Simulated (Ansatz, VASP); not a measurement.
# Two plane-wave programs on TiC

```
Ti C
1.0
     0.00000    2.16572    2.16572
     2.16572    0.00000    2.16572
     2.16572    2.16572    0.00000
Ti C
1 1
Direct
  0.00000 0.00000 0.00000
  0.50000 0.50000 0.50000
```

Alike in both runs: task single point; functional PBE; dispersion D3(BJ); k mesh 8 × 8 × 8; occupations gaussian, width 0.1 eV; no spin polarisation.

|  | VASP | Ansatz |
| --- | --- | --- |
| version | VASP 6.6.1 | Ansatz 0.2.0 |
| potentials or method | VASP PAW PBE potentials, release 64 (Ti_sv, C), cutoff 600 eV | scalar-relativistic, plane waves, PAW |
| valence electrons in the cell | 16 | 16 |

```tsv
	VASP	Ansatz	Ansatz less VASP
gap on the k mesh at the Fermi level (eV)	none	none	-
pressure (GPa)	-7.0	-7.0	-0.04
```

A gap of «none» marks a metal or a gap that the smearing closes.
